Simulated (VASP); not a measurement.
A run of VASP 6.6.1 is set up as follows.

The input INCAR:

```
PREC = Accurate
ENCUT = 520
EDIFF = 1E-7
ISMEAR = -1
SIGMA = 0.1
LREAL = False
LASPH = True
NELM = 100
ALGO = Normal
ISIF = 2
LWAVE = False
LCHARG = False
GGA = PE
NBANDS = 39
```

File KPOINTS:

```
regular mesh
0
Gamma
  3 3 3
```

POSCAR

```
Ag2SbSe4I
1.0
    6.4436060000      0.3040930000      0.8214340000
    0.8577370000      5.9829020000      0.8560720000
   -0.7731060000     -0.8120750000      5.5792890000
I Ag Se Sb
1 2 4 1
Direct
    0.9584682256      0.1050651334      0.0759324876
    0.3014287672      0.7028323752      0.8940967290
    0.6149397334      0.4724401003      0.3213061473
    0.7861877600      0.8895183365      0.4855724273
    0.8692894689      0.5853196614      0.8891900565
    0.4187983933      0.0650534581      0.2301451523
    0.5500657847      0.2281312113      0.7743863994
    0.1359621739      0.4702894020      0.4424093211
```

Potentials or basis: VASP PAW PBE potentials, release 64 (I, Ag, Se, Sb).

Launch:

```console
$ cat potpaw_PBE.64/I/POTCAR potpaw_PBE.64/Ag/POTCAR potpaw_PBE.64/Se/POTCAR potpaw_PBE.64/Sb/POTCAR > POTCAR
$ mpirun -np 1 vasp_std > vasp.out
```

What does it give for the largest force?

1.159 eV/Å.

Estimate the band gap on the k mesh.

zero (bands 29 and 30 overlap by 0.08 eV).

Stress tensor (GPa, compression positive):
```
-3.07  0.86  0.40
 0.86 -2.34  0.08
 0.40  0.08 -2.90
```

Caveat: the k points lie up to 0.37 Å⁻¹ apart; spin-orbit coupling is left out, which moves the levels of the heavy elements.
